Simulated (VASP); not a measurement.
# Ti (P6_3/mmc) in VASP: further runs

Runs on Ti. Level: PBE. Tasks: single point.

Program: VASP 6.6.1. These are calculated values, not measurements. Logs are shortened: lines on timing, memory, paths and dates and some standing lists are left out, and cuts for length are marked.

### 1 The cell of the first run

The structure is hexagonal, space group P6_3/mmc (No. 194). The conventional cell has a = 2.877 Å, b = 2.877 Å, c = 4.560 Å, α = 90.00°, β = 90.00°, γ = 120.00°. Within 3.7 Å of Ti (site symmetry -6m2) lie 12 Ti at 2.82 to 2.88 Å.

### 2 Single point, PBE (16.35 Å³/atom)

INCAR reads:

```
PREC     = Accurate       # precision mode
ENCUT    = 520            # plane-wave cutoff, eV
EDIFF    = 1E-6           # SCF threshold, eV
ISMEAR   = 0              # smearing method
SIGMA    = 0.1            # smearing width, eV
LREAL    = False          # projectors in reciprocal space
LASPH    = True           # aspherical terms in the spheres
NELM     = 80             # most SCF steps
ALGO     = Fast           # electronic algorithm
ISIF     = 2              # what is computed and relaxed
LWAVE    = False          # write WAVECAR
LCHARG   = True           # write CHGCAR
GGA      = PE             # functional
LELF     = True           # ELF
LVHAR    = True         
NBANDS   = 19             # bands
```

KPOINTS reads:

```
Automatic mesh
0
Gamma
  18 18 10
```

POSCAR reads:

```
Ti
1.0
    2.8771070458      0.0000000000      0.0000000000
   -1.4385535229      2.4916477911      0.0000000000
    0.0000000000      0.0000000000      4.5602045158
Ti
2
Direct
    0.3333333333      0.6666666667      0.2500000000
    0.6666666667      0.3333333333      0.7500000000
```

Potentials or basis: VASP PAW PBE potentials, release 64 (Ti_sv).

The run is started by

```sh
$ cat potpaw_PBE.64/Ti_sv/POTCAR > POTCAR
$ mpirun -np 1 vasp_std > vasp.out
```

OUTCAR:

```text
PREC = Accurate
   ENCUT = 520
   EDIFF = 1E-6
   ISMEAR = 0
   LREAL = False
   LASPH = True
   NELM = 80
   ISIF = 2
   GGA = PE

 ion  position               nearest neighbor table
   1  0.333  0.667  0.250-   2 2.82   2 2.82   2 2.82   2 2.82   2 2.82   2 2.82
   2  0.667  0.333  0.750-   1 2.82   1 2.82   1 2.82   1 2.82   1 2.82   1 2.82

  LATTYP: Found a hexagonal cell.
 ALAT       =     2.8771070458
 C/A-ratio  =     1.5849964715

  Lattice vectors:

 A1 = (   2.8771070458,   0.0000000000,   0.0000000000)
 A2 = (  -1.4385535229,   2.4916477911,   0.0000000000)
 A3 = (   0.0000000000,   0.0000000000,   4.5602045158)

Analysis of symmetry for initial positions (statically):
=====================================================================
 Subroutine PRICEL returns:
 Original cell was already a primitive cell.

 Routine SETGRP: Setting up the symmetry group for a
 hexagonal supercell.

 Subroutine GETGRP returns: Found 24 space group operations
 (whereof 12 operations were pure point group operations)
 out of a pool of 24 trial point group operations.

The static configuration has the point symmetry D_3d.
 The point group associated with its full space group is D_6h.

Analysis of symmetry for dynamics (positions and initial velocities):
=====================================================================
 Subroutine PRICEL returns:
 Original cell was already a primitive cell.

 Routine SETGRP: Setting up the symmetry group for a
 hexagonal supercell.

 Subroutine GETGRP returns: Found 24 space group operations
 (whereof 12 operations were pure point group operations)
 out of a pool of 24 trial point group operations.

The dynamic configuration has the point symmetry D_3d.
 The point group associated with its full space group is D_6h.

 Subroutine INISYM returns: Found 24 space group operations
 (whereof 12 operations are pure point group operations),
 and found     1 'primitive' translations

----------------------------------------------------------------------------------------

                                     Primitive cell

  volume of cell :      32.6909

  direct lattice vectors                    reciprocal lattice vectors
     2.877107046  0.000000000  0.000000000     0.347571357  0.200670416  0.000000000
    -1.438553523  2.491647791  0.000000000     0.000000000  0.401340833  0.000000000
     0.000000000  0.000000000  4.560204516     0.000000000  0.000000000  0.219288411

  length of vectors
     2.877107046  2.877107046  4.560204516     0.401340833  0.401340833  0.219288411

  position of ions in fractional coordinates (direct lattice)
     0.333333333  0.666666667  0.250000000
     0.666666667  0.333333333  0.750000000

  ion indices of the primitive-cell ions
   primitive index   ion index
                 1           1
                 2           2

----------------------------------------------------------------------------------------

 KPOINTS: Automatic mesh

Automatic generation of k-mesh.
 Grid dimensions read from file:
 generate k-points for:   18   18   10

 Generating k-lattice:

  Cartesian coordinates                     Fractional coordinates (reciprocal lattice)
     0.019309520  0.011148356  0.000000000     0.055555556  0.000000000  0.000000000
     0.000000000  0.022296713  0.000000000     0.000000000  0.055555556  0.000000000
     0.000000000  0.000000000  0.021928841     0.000000000  0.000000000  0.100000000

  Length of vectors
     0.022296713  0.022296713  0.021928841

  Shift w.r.t. Gamma in fractional coordinates (k-lattice)
     0.000000000  0.000000000  0.000000000

 Subroutine IBZKPT returns following result:
 ===========================================

 Found    222 irreducible k-points:

 Following reciprocal coordinates:
            Coordinates               Weight
  0.000000  0.000000  0.000000      1.000000
  0.055556 -0.000000  0.000000      6.000000
  0.111111 -0.000000  0.000000      6.000000
  0.166667 -0.000000  0.000000      6.000000
  0.222222 -0.000000  0.000000      6.000000
  0.277778  0.000000  0.000000      6.000000
[... 16 lines left out ...]
  0.333333  0.111111  0.000000     12.000000
  0.388889  0.111111  0.000000     12.000000
 [... further k-points ...]
   k-points           NKPTS =    222   k-points in BZ     NKDIM =    222   number of bands    NBANDS=     19
   number of dos      NEDOS =    301   number of ions     NIONS =      2
   total plane-waves  NPLWV =  20736
   dimension x,y,z NGX =    24 NGY =   24 NGZ =   36
   dimension x,y,z NGXF=    48 NGYF=   48 NGZF=   72
   ions per type =               2
   NGX,Y,Z   is equivalent  to a cutoff of  13.87, 13.87, 13.12 a.u.
   NGXF,Y,Z  is equivalent  to a cutoff of  27.74, 27.74, 26.25 a.u.
 SYSTEM =  unknown system
   PREC   = accura    normal or accurate (medium, high low for compatibility)
   ISTART =      0    job   : 0-new  1-cont  2-samecut
   ICHARG =      2    charge: 1-file 2-atom 10-const
   ISPIN  =      1    spin polarized calculation?
   LNONCOLLINEAR =      F non collinear calculations
   LSORBIT =      F    spin-orbit coupling
   LASPH  =      T    aspherical Exc in radial PAW
   ENCUT  =  520.0 eV  38.22 Ry    6.18 a.u.   5.35  5.35  8.48*2*pi/ulx,y,z
   NELM   =     80;   NELMIN=  2; NELMDL= -5     # of ELM steps
   EDIFF  = 0.1E-05   stopping-criterion for ELM
   LREAL  =      F    real-space projection
[... 7 lines left out ...]
   TEBEG  =    0.0;   TEEND  =   0.0 temperature during run
   PSTRESS=    0.0 pullay stress
   NELECT =      24.0000    total number of electrons
   NUPDOWN=      -1.0000    fix difference up-down
   EMIN   =  10.00;   EMAX   =-10.00  energy-range for DOS
   EFERMI =   0.00;   METHOD = LEGACY
   ISMEAR =     0;   SIGMA  =   0.10  broadening in eV -4-tet -1-fermi 0-gaus
   EFERMI_NEDOS =   21; number of points for ismear=-14 and -15
   IALGO  =     68    algorithm
   IMIX   =      4    mixing-type and parameters
     AMIX     =   0.40;   BMIX     =  1.00
     AMIX_MAG =   1.60;   BMIX_MAG =  1.00
  volume/ion in A,a.u.               =      16.35       110.30
  Fermi-wavevector in a.u.,A,eV,Ry     =   1.476850  2.790841 29.675456  2.181085
  Thomas-Fermi vector in A             =   2.591326
   LORBIT       =      0    0 simple, 1 ext, 2 COOP (PROOUT), +10 PAW based schemes
   GGA     = PE    functional components
   LHFCALC =     F    Hartree Fock is set to
   AEXX    =    0.0000 exact exchange contribution
   IVDW    =     0    specifies the selected vdW correction
   LEPSILON=     F    determine dielectric tensor
   LRPA    =     F    only Hartree local field effects (RPA)
 non-spin polarized calculation
 RMM-DIIS sequential band-by-band and
 Gauss-broadening in eV      SIGMA  =   0.10
  energy-cutoff  :      520.00
  volume of cell :       32.69
 maximum number of plane-waves:       911
 NGX is ok and might be reduce to    24
   NGX = 11   NGY = 11   NGZ = 17

 number of electron      24.0000003 magnetization

 Free energy of the ion-electron system (eV)
  ---------------------------------------------------
  ext. energy  EPLUGINS =         0.00000000
  ---------------------------------------------------
  free energy    TOTEN  =       -15.63246864 eV

  energy without entropy =      -15.62357225  energy(sigma->0) =      -15.62802045

 E-fermi :   9.0035     XC(G=0): -11.7868

 val. band max:        8.9883278933   @ k =   0.3333   0.1667   0.4000
 cond. band min:       9.0043962110   @ k =   0.0556  -0.0000   0.5000
 fundamental gap:      0.0160683178
 Fermi energy:         9.0035352959

 k-point     1 :       0.0000    0.0000    0.0000
  band No.  band energies     occupation
      1     -47.7692      2.00000
      2     -47.5952      2.00000
      3     -24.4296      2.00000
      4     -23.6563      2.00000
      5     -23.6563      2.00000
      6     -23.5709      2.00000
[... 11 lines left out ...]
     18      10.7301      0.00000
     19      12.3844      0.00000

 k-point     2 :       0.0556   -0.0000    0.0000
  band No.  band energies     occupation
      1     -47.7653      2.00000
      2     -47.5936      2.00000
      3     -24.4213      2.00000
      4     -23.6735      2.00000
      5     -23.6621      2.00000
      6     -23.5743      2.00000
[... 11 lines left out ...]
     18      10.6760      0.00000
     19      12.4143      0.00000

 k-point     3 :       0.1111   -0.0000    0.0000
  band No.  band energies     occupation
      1     -47.7540      2.00000
      2     -47.5892      2.00000
      3     -24.3970      2.00000
      4     -23.7231      2.00000
      5     -23.6783      2.00000
      6     -23.6053      2.00000
[... 11 lines left out ...]
     18      10.5775      0.00000
     19      12.4889      0.00000

 k-point     4 :       0.1667   -0.0000    0.0000
  band No.  band energies     occupation
      1     -47.7362      2.00000
      2     -47.5827      2.00000
      3     -24.3581      2.00000
      4     -23.7995      2.00000
      5     -23.7025      2.00000
      6     -23.6820      2.00000
[... 11 lines left out ...]
     18      10.8537      0.00000
     19      12.5800      0.00000

 k-point     5 :       0.2222   -0.0000    0.0000
  band No.  band energies     occupation
      1     -47.7138      2.00000
      2     -47.5753      2.00000
      3     -24.3074      2.00000
      4     -23.8939      2.00000
      5     -23.7736      2.00000
      6     -23.7313      2.00000
[... 11 lines left out ...]
     18      11.2114      0.00000
     19      12.6659      0.00000
[... 334 lines left out ...]
      2     -47.5667      2.00000
      3     -24.2287      2.00000
      4     -23.9908      2.00000
      5     -23.9169      2.00000
      6     -23.7578      2.00000
[... 11 lines left out ...]
     18      11.9916      0.00000
     19      12.6788      0.00000

 k-point    22 :       0.2778    0.1111    0.0000
  band No.  band energies     occupation
      1     -47.6568      2.00000
      2     -47.5626      2.00000
      3     -24.1668      2.00000
      4     -24.0796      2.00000
      5     -23.9764      2.00000
      6     -23.8009      2.00000
[... 11 lines left out ...]
     18      12.5029      0.00000
     19      12.7127      0.00000

 k-point    23 :       0.3333    0.1111    0.0000
  band No.  band energies     occupation
      1     -47.6352      2.00000
      2     -47.5612      2.00000
      3     -24.1521      2.00000
      4     -24.1067      2.00000
      5     -24.0242      2.00000
      6     -23.8359      2.00000
[... 11 lines left out ...]
     18      12.7353      0.00000
     19      13.0308      0.00000

 k-point    24 :       0.3889    0.1111    0.0000
  band No.  band energies     occupation
      1     -47.6191      2.00000
      2     -47.5621      2.00000
      3     -24.1993      2.00000
      4     -24.0581      2.00000
      5     -24.0553      2.00000
      6     -23.8584      2.00000
[... 11 lines left out ...]
     18      12.7478      0.00000
     19      13.5609      0.00000

 [... further k-points ...]
[... 5 lines left out ...]
  --------------------------------------------------------------------------------------
  -------------------------------------------------------------------------------------
  Total        1.4893245      1.4893245      1.4909501      0.0000000      0.0000000      0.0000000
  in kB       72.9916074     72.9916074     73.0712786      0.0000000      0.0000000      0.0000000
  external PRESSURE =      73.0181645 kB  Pullay stress =       0.0000000 kB

 VOLUME and BASIS-vectors are now :
 -----------------------------------------------------------------------------
  energy-cutoff  :      520.00
  volume of cell :       32.69
      direct lattice vectors                 reciprocal lattice vectors
     2.877107046  0.000000000  0.000000000     0.347571357  0.200670416  0.000000000
    -1.438553523  2.491647791  0.000000000     0.000000000  0.401340833  0.000000000
     0.000000000  0.000000000  4.560204516     0.000000000  0.000000000  0.219288411

 POSITION                                       TOTAL-FORCE (eV/Angst)
 -----------------------------------------------------------------------------------
     -0.00000      1.66110      1.14005         0.000000     -0.000000      0.000000
      1.43855      0.83055      3.42015        -0.000000      0.000000      0.000000
 -----------------------------------------------------------------------------------
    total drift:                               -0.000000      0.000000     -0.000000

  FREE ENERGIE OF THE ION-ELECTRON SYSTEM (eV)
  ---------------------------------------------------
  free  energy   TOTEN  =       -15.6324686407 eV

  energy  without entropy=      -15.6235722517  energy(sigma->0) =      -15.62802045
```

Wall time 9 min (1 thread of Intel Xeon 8259CL, shared host); peak memory 0.24 GiB.

What came out:

```yaml
Free_energy: -15.6325 eV
Pressure: 7.3 GPa
Band_gap_on_the_k_mesh: zero (bands 12 and 13 overlap by 1.13 eV)
```

Levels at points of the mesh, in eV from the Fermi level:
| k point | band 9 | band 10 | band 11 | band 12 | band 13 | band 14 | band 15 | band 16 |
| --- | --- | --- | --- | --- | --- | --- | --- | --- |
| (0.00, 0.00, 0.00) | -6.36 | -2.85 | 0.80 | 0.80 | 0.92 | 0.93 | 1.34 | 1.34 |
| (0.50, 0.00, 0.00) | -2.43 | -2.35 | -2.02 | -0.57 | 0.48 | 0.67 | 1.26 | 3.60 |
| (0.00, 0.00, 0.50) | -4.42 | -4.42 | 0.07 | 0.07 | 0.70 | 0.70 | 0.70 | 0.70 |
| (0.50, 0.00, 0.50) | -2.72 | -2.72 | -0.90 | -0.90 | 1.49 | 1.49 | 1.84 | 1.84 |

Caveat: the cell stands under pressure.

### 3 Single point, PBE (16.87 Å³/atom)

This run uses another cell than the first one, of 16.87 Å³/atom.

INCAR reads:

```
SYSTEM = Ti
PREC     = Accurate       ! precision mode
ENCUT    = 520            ! plane-wave cutoff, eV
EDIFF    = 1E-6           ! SCF threshold, eV
ISMEAR   = 0              ! smearing method
SIGMA    = 0.1            ! smearing width, eV
LREAL    = .False.        ! projectors in reciprocal space
LASPH    = .True.         ! aspherical terms in the spheres
NELM     = 80             ! most SCF steps
ALGO     = Fast           ! electronic algorithm
ISIF     = 2              ! what is computed and relaxed
LWAVE    = .False.        ! write WAVECAR
LCHARG   = .False.        ! write CHGCAR
GGA      = PE             ! functional
NBANDS   = 19             ! bands
```

KPOINTS reads:

```
regular mesh
0
Gamma
  18 18 10
  0 0 0
```

POSCAR reads:

```
Ti
1.0
    2.9088974294      0.0000000000      0.0000000000
   -1.4544487147      2.5191790709      0.0000000000
    0.0000000000      0.0000000000      4.6034499572
Ti
2
Direct
    0.3333333333      0.6666666667      0.2500000000
    0.6666666667      0.3333333333      0.7500000000
```

Potentials or basis: VASP PAW PBE potentials, release 64 (Ti_sv).

The run is started by

```sh
$ cat potpaw_PBE.64/Ti_sv/POTCAR > POTCAR
$ mpirun -np 1 vasp_std > vasp.out
```

Wall time 9.4 min (1 thread of Intel Xeon 8259CL, shared host); peak memory 0.24 GiB.

Results (log left out):

```
Free energy            : -15.6673 eV
Pressure               : 3.1 GPa
Band gap on the k mesh : zero (bands 12 and 13 overlap by 1.12 eV)
```

Stress tensor (GPa, compression positive):
```
3.09 0.00 0.00
0.00 3.09 0.00
0.00 0.00 3.17
```

Levels at points of the mesh, in eV from the Fermi level:
| k point | band 10 | band 11 | band 12 | band 13 | band 14 | band 15 |
| --- | --- | --- | --- | --- | --- | --- |
| (0.00, 0.00, 0.00) | -2.77 | 0.78 | 0.78 | 0.85 | 0.90 | 1.30 |
| (0.50, 0.00, 0.00) | -2.25 | -1.93 | -0.61 | 0.47 | 0.65 | 1.21 |
| (0.00, 0.00, 0.50) | -4.39 | 0.08 | 0.08 | 0.68 | 0.68 | 0.68 |
| (0.50, 0.00, 0.50) | -2.63 | -0.86 | -0.86 | 1.40 | 1.40 | 1.77 |

Caveat: the cell stands under pressure.

### 4 Single point, PBE

This run uses another cell than the first one, of 17.39 Å³/atom.

INCAR reads:

```
SYSTEM = Ti
PREC = Accurate ; ENCUT = 520
EDIFF = 1E-6 ; ISMEAR = 0
SIGMA = 0.1 ; LREAL = .False.
LASPH = .True. ; NELM = 80
ALGO = Fast ; ISIF = 2
LWAVE = .False. ; LCHARG = .False.
GGA = PE ; NBANDS = 19
```

KPOINTS reads:

```
Automatic mesh
0
Gamma
  18 18 10
  0 0 0
```

POSCAR reads:

```
Ti
1.0
    2.9385821065      0.0000000000      0.0000000000
   -1.4692910532      2.5448867553      0.0000000000
    0.0000000000      0.0000000000      4.6504271810
Ti
2
Direct
    0.3333333333      0.6666666667      0.2500000000
    0.6666666667      0.3333333333      0.7500000000
```

The run is started by

```sh
$ cat potpaw_PBE.64/Ti_sv/POTCAR > POTCAR
$ mpirun -np 1 vasp_std > vasp.out
```

It took 8.9 min on 1 thread of Intel Xeon 8259CL, shared host; peak memory 0.25 GiB.

Results (log left out):

```yaml
Free_energy: -15.6773 eV
Pressure: -0.6 GPa
Band_gap_on_the_k_mesh: zero (bands 12 and 13 overlap by 1.10 eV)
```

Levels at points of the mesh, in eV from the Fermi level:
```
           k point  band 9  band 10  band 11  band 12  band 13  band 14  band 15  band 16
(0.00, 0.00, 0.00)   -6.22    -2.70     0.76     0.76     0.76     0.88     1.26     1.26
(0.50, 0.00, 0.00)   -2.36    -2.16    -1.85    -0.64     0.47     0.62     1.17     3.32
(0.00, 0.00, 0.50)   -4.36    -4.36     0.08     0.08     0.67     0.67     0.67     0.67
(0.50, 0.00, 0.50)   -2.55    -2.55    -0.82    -0.82     1.31     1.31     1.71     1.71
```

### 5 Single point, PBE

This run uses another cell than the first one, of 17.39 Å³/atom.

INCAR reads:

```
  ALGO = Fast
  EDIFF = 1E-6
  ENCUT = 520
  GGA = PE
  ISIF = 2
  ISMEAR = 0
  LASPH = T
  LCHARG = F
  LREAL = F
  LWAVE = F
  NBANDS = 19
  NELM = 100
  PREC = Accurate
  SIGMA = 0.1
```

KPOINTS reads:

```
k-points
0
Gamma
  18 18 10
```

POSCAR is that of step 4.

The run is started by

```sh
$ cat potpaw_PBE.64/Ti_sv/POTCAR > POTCAR
$ mpirun -np 1 vasp_std > vasp.out
```

Run time: 8.1 min. Hardware: 1 thread of Intel Xeon 8259CL, shared host; peak memory 0.25 GiB.

The run converged. Its results:

```yaml
Free_energy: -15.6773 eV
Pressure: -0.6 GPa
Band_gap_on_the_k_mesh: zero (bands 12 and 13 overlap by 1.10 eV)
```

Levels at points of the mesh, in eV from the Fermi level:
```csv
k point,band 9,band 10,band 11,band 12,band 13,band 14,band 15,band 16
"(0.00, 0.00, 0.00)",-6.22,-2.70,0.76,0.76,0.76,0.88,1.26,1.26
"(0.50, 0.00, 0.00)",-2.36,-2.16,-1.85,-0.64,0.47,0.62,1.17,3.32
"(0.00, 0.00, 0.50)",-4.36,-4.36,0.08,0.08,0.67,0.67,0.67,0.67
"(0.50, 0.00, 0.50)",-2.55,-2.55,-0.82,-0.82,1.31,1.31,1.71,1.71
```

### 6 The runs side by side

```csv
cell,gap on the mesh (eV),pressure (GPa)
"a = 2.877, b = 2.877, c = 4.560 Å, angles 90.0, 90.0, 120.0°, 2 atoms",none,7.3
"a = 2.909, b = 2.909, c = 4.603 Å, angles 90.0, 90.0, 120.0°, 2 atoms",none,3.1
"a = 2.939, b = 2.939, c = 4.650 Å, angles 90.0, 90.0, 120.0°, 2 atoms",none,-0.6
```

Alike in all rows: task single point; level PBE; potentials or basis VASP PAW PBE potentials, release 64 (Ti_sv); no spin polarisation; k mesh 18 × 18 × 10; cutoff (eV) 520; smearing gaussian 0.1 eV.

Caveats: the cell stands under pressure (at least some runs).

Total energies depend on the potentials used, so only differences within one code and one set of settings carry meaning.

The gap in the log of VASP goes by the Fermi energy; the results here count the filled bands.